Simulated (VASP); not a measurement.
# BaS (Pm-3m) in VASP: settings compared, part 2 of 2

VASP 6.6.1. Earlier steps stand in the parts before.

## Step 3: Single point, r2SCAN (strain +2.5%)

Contents of POSCAR:

```
BaS
1.0
    3.9299855979      0.0000000000      0.0000000000
    0.0000000000      3.9299855979      0.0000000000
    0.0000000000      0.0000000000      3.9299855979
Ba S
1 1
Direct
    0.0000000000      0.0000000000      0.0000000000
    0.5000000000      0.5000000000      0.5000000000
```

Contents of INCAR.step1:

```
PREC = Accurate
ENCUT = 520
ISMEAR = 0
SIGMA = 0.01
LREAL = F
LASPH = T
NELM = 100
NBANDS = 15
GGA = PE
ALGO = Normal
EDIFF = 1E-4
LWAVE = T
LCHARG = F
```

Contents of INCAR.step2:

```
PREC = Accurate
ENCUT = 520
EDIFF = 1E-7
ISMEAR = 0
SIGMA = 0.01
LREAL = F
LASPH = T
NELM = 100
ALGO = Normal
ISIF = 2
LWAVE = F
LCHARG = T
METAGGA = R2SCAN
LMIXTAU = T
LELF = T
LVHAR = T
NBANDS = 15
ISTART = 1
```

Contents of KPOINTS:

```
regular mesh
0
Gamma
  6 6 6
```

Potentials or basis: VASP PAW PBE potentials, release 64 (Ba_sv, S).

The run is started by

```
$ cat potpaw_PBE.64/Ba_sv/POTCAR potpaw_PBE.64/S/POTCAR > POTCAR
$ cp INCAR.step1 INCAR
$ mpirun -np 1 vasp_std > vasp.out
$ cp INCAR.step2 INCAR
$ mpirun -np 1 vasp_std > vasp.out
```

OUTCAR:

```text
PREC = Accurate
   ENCUT = 520
   EDIFF = 1E-7
   ISMEAR = 0
   LREAL = F
   LASPH = T
   NELM = 100
   ISIF = 2
   METAGGA = R2SCAN
   ISTART = 1

 ion  position               nearest neighbor table
   1  0.000  0.000  0.000-   2 3.40   2 3.40   2 3.40   2 3.40   2 3.40   2 3.40   2 3.40   2 3.40

   2  0.500  0.500  0.500-   1 3.40   1 3.40   1 3.40   1 3.40   1 3.40   1 3.40   1 3.40   1 3.40

  LATTYP: Found a simple cubic cell.
 ALAT       =     3.9299855979

  Lattice vectors:

 A1 = (   3.9299855979,   0.0000000000,   0.0000000000)
 A2 = (   0.0000000000,   3.9299855979,   0.0000000000)
 A3 = (   0.0000000000,   0.0000000000,   3.9299855979)

Analysis of symmetry for initial positions (statically):
=====================================================================
 Subroutine PRICEL returns:
 Original cell was already a primitive cell.

 Routine SETGRP: Setting up the symmetry group for a
 simple cubic supercell.

 Subroutine GETGRP returns: Found 48 space group operations
 (whereof 48 operations were pure point group operations)
 out of a pool of 48 trial point group operations.

The static configuration has the point symmetry O_h .

Analysis of symmetry for dynamics (positions and initial velocities):
=====================================================================
 Subroutine PRICEL returns:
 Original cell was already a primitive cell.

 Routine SETGRP: Setting up the symmetry group for a
 simple cubic supercell.

 Subroutine GETGRP returns: Found 48 space group operations
 (whereof 48 operations were pure point group operations)
 out of a pool of 48 trial point group operations.

The dynamic configuration has the point symmetry O_h .

 Subroutine INISYM returns: Found 48 space group operations
 (whereof 48 operations are pure point group operations),
 and found     1 'primitive' translations

----------------------------------------------------------------------------------------

                                     Primitive cell

  volume of cell :      60.6978

  direct lattice vectors                    reciprocal lattice vectors
     3.929985598  0.000000000  0.000000000     0.254453859  0.000000000  0.000000000
     0.000000000  3.929985598  0.000000000     0.000000000  0.254453859  0.000000000
     0.000000000  0.000000000  3.929985598     0.000000000  0.000000000  0.254453859

  length of vectors
     3.929985598  3.929985598  3.929985598     0.254453859  0.254453859  0.254453859

  position of ions in fractional coordinates (direct lattice)
     0.000000000  0.000000000  0.000000000
     0.500000000  0.500000000  0.500000000

  ion indices of the primitive-cell ions
   primitive index   ion index
                 1           1
                 2           2

----------------------------------------------------------------------------------------

 KPOINTS: regular mesh

Automatic generation of k-mesh.
 Grid dimensions read from file:
 generate k-points for:    6    6    6

 Generating k-lattice:

[... 21 lines left out ...]
  0.500000  0.000000  0.000000      3.000000
  0.166667  0.166667  0.000000     12.000000
  0.333333  0.166667  0.000000     24.000000
[... 12 lines left out ...]
  0.500000  0.500000  0.333333      6.000000
  0.500000  0.500000  0.500000      1.000000
   k-points           NKPTS =     20   k-points in BZ     NKDIM =     20   number of bands    NBANDS=     15
   number of dos      NEDOS =    301   number of ions     NIONS =      2
   total plane-waves  NPLWV =  27000
   dimension x,y,z NGX =    30 NGY =   30 NGZ =   30
   dimension x,y,z NGXF=    60 NGYF=   60 NGZF=   60
   ions per type =               1   1
   NGX,Y,Z   is equivalent  to a cutoff of  12.69, 12.69, 12.69 a.u.
   NGXF,Y,Z  is equivalent  to a cutoff of  25.38, 25.38, 25.38 a.u.
 SYSTEM =  unknown system
   PREC   = accura    normal or accurate (medium, high low for compatibility)
   ISTART =      1    job   : 0-new  1-cont  2-samecut
   ICHARG =      0    charge: 1-file 2-atom 10-const
   ISPIN  =      1    spin polarized calculation?
   LNONCOLLINEAR =      F non collinear calculations
   LSORBIT =      F    spin-orbit coupling
   LASPH  =      T    aspherical Exc in radial PAW
   ENCUT  =  520.0 eV  38.22 Ry    6.18 a.u.   7.31  7.31  7.31*2*pi/ulx,y,z
   NELM   =    100;   NELMIN=  2; NELMDL=  0     # of ELM steps
   EDIFF  = 0.1E-06   stopping-criterion for ELM
   LREAL  =      F    real-space projection
   EDIFFG = 0.1E-05   stopping-criterion for IOM
   NSW    =      0    number of steps for IOM
   IBRION =     -1    ionic relax: 0-MD 1-quasi-New 2-CG
   NFREE  =      0    steps in history (QN), initial steepest desc. (CG)
   ISIF   =      2    stress and relaxation
   ISYM   =      2    0-nonsym 1-usesym 2-fastsym
   POTIM  = 0.5000    time-step for ionic-motion
   TEBEG  =    0.0;   TEEND  =   0.0 temperature during run
   PSTRESS=    0.0 pullay stress
   NELECT =      16.0000    total number of electrons
   NUPDOWN=      -1.0000    fix difference up-down
   EMIN   =  10.00;   EMAX   =-10.00  energy-range for DOS
   EFERMI =   0.00;   METHOD = LEGACY
   ISMEAR =     0;   SIGMA  =   0.01  broadening in eV -4-tet -1-fermi 0-gaus
   EFERMI_NEDOS =   21; number of points for ismear=-14 and -15
   IALGO  =     38    algorithm
   IMIX   =      4    mixing-type and parameters
     AMIX     =   0.40;   BMIX     =  1.00
     AMIX_MAG =   1.60;   BMIX_MAG =  1.00
  volume/ion in A,a.u.               =      30.35       204.80
  Fermi-wavevector in a.u.,A,eV,Ry     =   1.049681  1.983609 14.991301  1.101830
  Thomas-Fermi vector in A             =   2.184653
   LORBIT       =      0    0 simple, 1 ext, 2 COOP (PROOUT), +10 PAW based schemes
   METAGGA = R2SCAN    functional components
   LHFCALC =     F    Hartree Fock is set to
   AEXX    =    0.0000 exact exchange contribution
   IVDW    =     0    specifies the selected vdW correction
   LEPSILON=     F    determine dielectric tensor
   LRPA    =     F    only Hartree local field effects (RPA)
 non-spin polarized calculation
 Gauss-broadening in eV      SIGMA  =   0.01
  energy-cutoff  :      520.00
  volume of cell :       60.70
 maximum number of plane-waves:      1659
 NGX is ok and might be reduce to    30
   NGX = 15   NGY = 15   NGZ = 15

 number of electron      16.0000003 magnetization

 Free energy of the ion-electron system (eV)
  ---------------------------------------------------
  ext. energy  EPLUGINS =         0.00000000
  ---------------------------------------------------
  free energy    TOTEN  =       -38.78001981 eV

  energy without entropy =      -38.78001981  energy(sigma->0) =      -38.78001981

 E-fermi :   2.4744     XC(G=0):  -9.5220

 val. band max:        2.4009133092   @ k =   0.5000   0.5000   0.0000
 cond. band min:       4.3072396839   @ k =   0.0000   0.0000   0.0000
 fundamental gap:      1.9063263746
 Fermi energy:         2.4743983628

 k-point     1 :       0.0000    0.0000    0.0000
  band No.  band energies     occupation
      1     -25.7425      2.00000
      2     -10.1728      2.00000
      3     -10.1728      2.00000
      4     -10.1728      2.00000
      5      -8.9579      2.00000
      6       2.2595      2.00000
      7       2.2595      2.00000
      8       2.2595      2.00000
      9       4.3072      0.00000
     10       4.3072      0.00000
     11       6.4873      0.00000
     12       9.1507      0.00000
     13       9.1507      0.00000
     14       9.1507      0.00000
[... 329 lines left out ...]
      2     -10.6814      2.00000
      3     -10.6814      2.00000
      4     -10.6814      2.00000
      5      -8.2400      2.00000
      6      -0.1323      2.00000
      7      -0.1323      2.00000
      8      -0.1323      2.00000
      9       9.7960      0.00000
     10       9.7960      0.00000
     11       9.7960      0.00000
     12      10.3383      0.00000
     13      10.3383      0.00000
     14      10.3383      0.00000
     15      11.3215      0.00000

------------------------ aborting loop because EDIFF is reached ----------------------------------------

  FORCE on cell =-STRESS in cart. coord.  units (eV):
  Direction    XX          YY          ZZ          XY          YZ          ZX
  --------------------------------------------------------------------------------------
  -------------------------------------------------------------------------------------
  Total       -0.9184273     -0.9184273     -0.9184273      0.0000000      0.0000000      0.0000000
  in kB      -24.2427828    -24.2427828    -24.2427828      0.0000000      0.0000000      0.0000000
  external PRESSURE =     -24.2427828 kB  Pullay stress =       0.0000000 kB

 VOLUME and BASIS-vectors are now :
 -----------------------------------------------------------------------------
  energy-cutoff  :      520.00
  volume of cell :       60.70
      direct lattice vectors                 reciprocal lattice vectors
     3.929985598  0.000000000  0.000000000     0.254453859  0.000000000  0.000000000
     0.000000000  3.929985598  0.000000000     0.000000000  0.254453859  0.000000000
     0.000000000  0.000000000  3.929985598     0.000000000  0.000000000  0.254453859

 POSITION                                       TOTAL-FORCE (eV/Angst)
 -----------------------------------------------------------------------------------
      0.00000      0.00000      0.00000         0.000000      0.000000      0.000000
      1.96499      1.96499      1.96499         0.000000      0.000000      0.000000
 -----------------------------------------------------------------------------------
    total drift:                                0.000000     -0.000000     -0.000000

  FREE ENERGIE OF THE ION-ELECTRON SYSTEM (eV)
  ---------------------------------------------------
  free  energy   TOTEN  =       -38.7800198141 eV

  energy  without entropy=      -38.7800198141  energy(sigma->0) =      -38.78001981
```

OUTCAR.step1:

```text
PREC = Accurate
   ENCUT = 520
   ISMEAR = 0
   LREAL = F
   LASPH = T
[... 575 lines left out ...]
 -----------------------------------------------------------------------------------
      0.00000      0.00000      0.00000         0.000000      0.000000      0.000000
      1.96499      1.96499      1.96499         0.000000      0.000000      0.000000
 -----------------------------------------------------------------------------------
    total drift:                                0.000000     -0.000000     -0.000000

  FREE ENERGIE OF THE ION-ELECTRON SYSTEM (eV)
  ---------------------------------------------------
  free  energy   TOTEN  =        -9.7344236466 eV

  energy  without entropy=       -9.7344236466  energy(sigma->0) =       -9.73442365
```

It took 43 s on 1 thread of Intel Xeon 6975P-C (Granite Rapids), shared host; peak memory 0.18 GiB.

What came out:

```
Free energy            : -38.7800 eV
Pressure               : -2.4 GPa
Band gap on the k mesh : 1.91 eV (least direct gap 2.05 eV)
```

Levels at points of the mesh, in eV from the valence-band top:
```tsv
k point	band 6	band 7	band 8	band 9	band 10	band 11
(0.00, 0.00, 0.00)	-0.14	-0.14	-0.14	1.91	1.91	4.09
(0.50, 0.00, 0.00)	-2.71	-0.65	-0.65	2.85	6.17	7.08
(0.50, 0.50, 0.00)	-1.37	-1.37	0.00	2.60	3.72	4.70
(0.50, 0.50, 0.50)	-2.53	-2.53	-2.53	7.40	7.40	7.40
```

Caveat: the cell differs from its parent crystal (strain +2.5%); the structure was generated, so it needn't be the stable form of BaS; the PAW data sets were made with another functional, which shifts forces and pressure a little; spin-orbit coupling is left out, which moves the levels of the heavy elements. A k mesh can miss the band edges.
